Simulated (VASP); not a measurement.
# ZrGa3Ag (Pm-3m) in VASP: further runs, part 2 of 3

VASP 6.6.1.

## Step 3: Single point, PBE

This run uses another cell than the first one, of 22.61 Å³/atom.

INCAR reads:

```
PREC = Accurate
ENCUT = 520
EDIFF = 1E-6
ISMEAR = 0
SIGMA = 0.1
LREAL = False
LASPH = True
NELM = 100
ALGO = Fast
ISIF = 2
LWAVE = False
LCHARG = True
GGA = PE
LELF = True
LVHAR = True
NBANDS = 39
```

KPOINTS reads:

```
Automatic mesh
0
Gamma
  8 8 8
```

POSCAR reads:

```
ZrGa3Ag
1.0
    4.8355084447      0.0000000000      0.0000000000
    0.0000000000      4.8355084447      0.0000000000
    0.0000000000      0.0000000000      4.8355084447
Zr Ga Ag
1 3 1
Direct
    0.5000000000      0.5000000000      0.5000000000
    0.5000000000      0.0000000000      0.0000000000
    0.0000000000      0.5000000000      0.0000000000
    0.0000000000      0.0000000000      0.5000000000
    0.0000000000      0.0000000000      0.0000000000
```

Potentials or basis: VASP PAW PBE potentials, release 64 (Zr_sv, Ga_d, Ag).

Launch:

```
> cat potpaw_PBE.64/Zr_sv/POTCAR potpaw_PBE.64/Ga_d/POTCAR potpaw_PBE.64/Ag/POTCAR > POTCAR
> mpirun -np 1 vasp_std > vasp.out
```

OUTCAR:

```text
PREC = Accurate
   ENCUT = 520
   EDIFF = 1E-6
   ISMEAR = 0
   LREAL = False
   LASPH = True
   NELM = 100
   ISIF = 2
   GGA = PE

 ion  position               nearest neighbor table
   1  0.500  0.500  0.500-
   2  0.500  0.000  0.000-   5 2.42   5 2.42
   3  0.000  0.500  0.000-   5 2.42   5 2.42
   4  0.000  0.000  0.500-   5 2.42   5 2.42
   5  0.000  0.000  0.000-   2 2.42   3 2.42   4 2.42   4 2.42   3 2.42   2 2.42

  LATTYP: Found a simple cubic cell.
 ALAT       =     4.8355084447

  Lattice vectors:

 A1 = (   4.8355084447,   0.0000000000,   0.0000000000)
 A2 = (   0.0000000000,   4.8355084447,   0.0000000000)
 A3 = (   0.0000000000,   0.0000000000,   4.8355084447)

Analysis of symmetry for initial positions (statically):
=====================================================================
 Subroutine PRICEL returns:
 Original cell was already a primitive cell.

 Routine SETGRP: Setting up the symmetry group for a
 simple cubic supercell.

 Subroutine GETGRP returns: Found 48 space group operations
 (whereof 48 operations were pure point group operations)
 out of a pool of 48 trial point group operations.

The static configuration has the point symmetry O_h .

Analysis of symmetry for dynamics (positions and initial velocities):
=====================================================================
 Subroutine PRICEL returns:
 Original cell was already a primitive cell.

 Routine SETGRP: Setting up the symmetry group for a
 simple cubic supercell.

 Subroutine GETGRP returns: Found 48 space group operations
 (whereof 48 operations were pure point group operations)
 out of a pool of 48 trial point group operations.

The dynamic configuration has the point symmetry O_h .

 Subroutine INISYM returns: Found 48 space group operations
 (whereof 48 operations are pure point group operations),
 and found     1 'primitive' translations

----------------------------------------------------------------------------------------

                                     Primitive cell

  volume of cell :     113.0645

  direct lattice vectors                    reciprocal lattice vectors
     4.835508445  0.000000000  0.000000000     0.206803485  0.000000000  0.000000000
     0.000000000  4.835508445  0.000000000     0.000000000  0.206803485  0.000000000
     0.000000000  0.000000000  4.835508445     0.000000000  0.000000000  0.206803485

  length of vectors
     4.835508445  4.835508445  4.835508445     0.206803485  0.206803485  0.206803485

  position of ions in fractional coordinates (direct lattice)
     0.500000000  0.500000000  0.500000000
     0.500000000  0.000000000  0.000000000
     0.000000000  0.500000000  0.000000000
     0.000000000  0.000000000  0.500000000
     0.000000000  0.000000000  0.000000000

  ion indices of the primitive-cell ions
   primitive index   ion index
                 1           1
                 2           2
                 3           3
                 4           4
                 5           5

----------------------------------------------------------------------------------------

 KPOINTS: Automatic mesh

Automatic generation of k-mesh.
 Grid dimensions read from file:
 generate k-points for:    8    8    8

 Generating k-lattice:

  Cartesian coordinates                     Fractional coordinates (reciprocal lattice)
     0.025850436  0.000000000  0.000000000     0.125000000  0.000000000  0.000000000
     0.000000000  0.025850436  0.000000000     0.000000000  0.125000000  0.000000000
     0.000000000  0.000000000  0.025850436     0.000000000  0.000000000  0.125000000

  Length of vectors
     0.025850436  0.025850436  0.025850436

  Shift w.r.t. Gamma in fractional coordinates (k-lattice)
     0.000000000  0.000000000  0.000000000

 Subroutine IBZKPT returns following result:
 ===========================================

 Found     35 irreducible k-points:

 Following reciprocal coordinates:
            Coordinates               Weight
  0.000000  0.000000  0.000000      1.000000
  0.125000  0.000000  0.000000      6.000000
  0.250000  0.000000  0.000000      6.000000
  0.375000  0.000000  0.000000      6.000000
  0.500000  0.000000  0.000000      3.000000
  0.125000  0.125000  0.000000     12.000000
[... 16 lines left out ...]
  0.375000  0.375000  0.125000     24.000000
  0.500000  0.375000  0.125000     24.000000
 [... further k-points ...]
   k-points           NKPTS =     35   k-points in BZ     NKDIM =     35   number of bands    NBANDS=     39
   number of dos      NEDOS =    301   number of ions     NIONS =      5
   total plane-waves  NPLWV =  46656
   dimension x,y,z NGX =    36 NGY =   36 NGZ =   36
   dimension x,y,z NGXF=    72 NGYF=   72 NGZF=   72
   ions per type =               1   3   1
   NGX,Y,Z   is equivalent  to a cutoff of  12.38, 12.38, 12.38 a.u.
   NGXF,Y,Z  is equivalent  to a cutoff of  24.75, 24.75, 24.75 a.u.
 SYSTEM =  unknown system
   PREC   = accura    normal or accurate (medium, high low for compatibility)
   ISTART =      0    job   : 0-new  1-cont  2-samecut
   ICHARG =      2    charge: 1-file 2-atom 10-const
   ISPIN  =      1    spin polarized calculation?
   LNONCOLLINEAR =      F non collinear calculations
   LSORBIT =      F    spin-orbit coupling
   LASPH  =      T    aspherical Exc in radial PAW
   ENCUT  =  520.0 eV  38.22 Ry    6.18 a.u.   8.99  8.99  8.99*2*pi/ulx,y,z
   NELM   =    100;   NELMIN=  2; NELMDL= -5     # of ELM steps
   EDIFF  = 0.1E-05   stopping-criterion for ELM
   LREAL  =      F    real-space projection
[... 7 lines left out ...]
   TEBEG  =    0.0;   TEEND  =   0.0 temperature during run
   PSTRESS=    0.0 pullay stress
   NELECT =      62.0000    total number of electrons
   NUPDOWN=      -1.0000    fix difference up-down
   EMIN   =  10.00;   EMAX   =-10.00  energy-range for DOS
   EFERMI =   0.00;   METHOD = LEGACY
   ISMEAR =     0;   SIGMA  =   0.10  broadening in eV -4-tet -1-fermi 0-gaus
   EFERMI_NEDOS =   21; number of points for ismear=-14 and -15
   IALGO  =     68    algorithm
   IMIX   =      4    mixing-type and parameters
     AMIX     =   0.40;   BMIX     =  1.00
     AMIX_MAG =   1.60;   BMIX_MAG =  1.00
  volume/ion in A,a.u.               =      22.61       152.60
  Fermi-wavevector in a.u.,A,eV,Ry     =   1.339975  2.532185 24.429697  1.795532
  Thomas-Fermi vector in A             =   2.468324
   LORBIT       =      0    0 simple, 1 ext, 2 COOP (PROOUT), +10 PAW based schemes
   GGA     = PE    functional components
   LHFCALC =     F    Hartree Fock is set to
   AEXX    =    0.0000 exact exchange contribution
   IVDW    =     0    specifies the selected vdW correction
   LEPSILON=     F    determine dielectric tensor
   LRPA    =     F    only Hartree local field effects (RPA)
 non-spin polarized calculation
 RMM-DIIS sequential band-by-band and
 Gauss-broadening in eV      SIGMA  =   0.10
  energy-cutoff  :      520.00
  volume of cell :      113.06
 maximum number of plane-waves:      3112
 NGX is ok and might be reduce to    36
   NGX = 17   NGY = 17   NGZ = 17

 number of electron      62.0000019 magnetization

 Free energy of the ion-electron system (eV)
  ---------------------------------------------------
  ext. energy  EPLUGINS =         0.00000000
  ---------------------------------------------------
  free energy    TOTEN  =       -17.33247461 eV

  energy without entropy =      -17.31350545  energy(sigma->0) =      -17.32299003

 E-fermi :   5.8361     XC(G=0): -10.4087

 val. band max:        5.8057123903   @ k =   0.5000   0.5000   0.0000
 cond. band min:       5.8404480625   @ k =   0.5000   0.3750   0.0000
 fundamental gap:      0.0347356722
 Fermi energy:         5.8360617583

 k-point     1 :       0.0000    0.0000    0.0000
  band No.  band energies     occupation
      1     -44.5063      2.00000
      2     -22.4464      2.00000
      3     -22.4464      2.00000
      4     -22.4464      2.00000
      5      -9.3878      2.00000
      6      -9.3513      2.00000
[... 31 lines left out ...]
     38       8.6447      0.00000
     39       8.6447      0.00000
[... 964 lines left out ...]
     38       9.1546      0.00000
     39      10.4979      0.00000

 [... further k-points ...]

------------------------ aborting loop because EDIFF is reached ----------------------------------------

  FORCE on cell =-STRESS in cart. coord.  units (eV):
  Direction    XX          YY          ZZ          XY          YZ          ZX
  --------------------------------------------------------------------------------------
  -------------------------------------------------------------------------------------
  Total        0.0494436      0.0494436      0.0494436     -0.0000000     -0.0000000     -0.0000000
  in kB        0.7006387      0.7006387      0.7006387     -0.0000000     -0.0000000     -0.0000000
  external PRESSURE =       0.7006387 kB  Pullay stress =       0.0000000 kB

 VOLUME and BASIS-vectors are now :
 -----------------------------------------------------------------------------
  energy-cutoff  :      520.00
  volume of cell :      113.06
      direct lattice vectors                 reciprocal lattice vectors
     4.835508445  0.000000000  0.000000000     0.206803485  0.000000000  0.000000000
     0.000000000  4.835508445  0.000000000     0.000000000  0.206803485  0.000000000
     0.000000000  0.000000000  4.835508445     0.000000000  0.000000000  0.206803485

 POSITION                                       TOTAL-FORCE (eV/Angst)
 -----------------------------------------------------------------------------------
      2.41775      2.41775      2.41775         0.000000      0.000000      0.000000
      2.41775      0.00000      0.00000         0.000000      0.000000      0.000000
      0.00000      2.41775      0.00000         0.000000      0.000000      0.000000
      0.00000      0.00000      2.41775         0.000000      0.000000      0.000000
      0.00000      0.00000      0.00000         0.000000      0.000000      0.000000
 -----------------------------------------------------------------------------------
    total drift:                                0.000000      0.000000     -0.000000

  FREE ENERGIE OF THE ION-ELECTRON SYSTEM (eV)
  ---------------------------------------------------
  free  energy   TOTEN  =       -17.3324746150 eV

  energy  without entropy=      -17.3135054531  energy(sigma->0) =      -17.32299003
```

OSZICAR:

```text
N       E                     dE             d eps       ncg     rms          rms(c)
DAV:   1     0.654074265439E+03    0.65407E+03   -0.29109E+04  2930   0.248E+03
DAV:   2     0.728321767011E+02   -0.58124E+03   -0.55786E+03  2859   0.668E+02
DAV:   3    -0.122290993062E+02   -0.85061E+02   -0.82944E+02  3174   0.191E+02
[... 24 lines left out ...]
RMM:  28    -0.173324706944E+02   -0.19606E-05   -0.21702E-05  2293   0.972E-03    0.560E-03
RMM:  29    -0.173324719362E+02   -0.12418E-05   -0.18691E-05  2124   0.747E-03    0.874E-04
RMM:  30    -0.173324730223E+02   -0.10861E-05   -0.11704E-05  1981   0.612E-03    0.252E-04
RMM:  31    -0.173324740250E+02   -0.10027E-05   -0.99599E-06  1832   0.511E-03    0.244E-04
RMM:  32    -0.173324746150E+02   -0.58997E-06   -0.63078E-06  1705   0.446E-03
   1 F= -.17332475E+02 E0= -.17322990E+02  d E =-.189692E-01
```

Wall time 5.6 min (1 thread of AMD EPYC 7R13 (Zen 3), shared host); peak memory 0.27 GiB.

Results:

```
Free energy            : -17.3325 eV
Pressure               : 0.1 GPa
Band gap on the k mesh : zero (bands 31 and 32 overlap by 0.57 eV)
```

(Part 2 of 3 ends here.)

The gap in the log of VASP goes by the Fermi energy; the results here count the filled bands.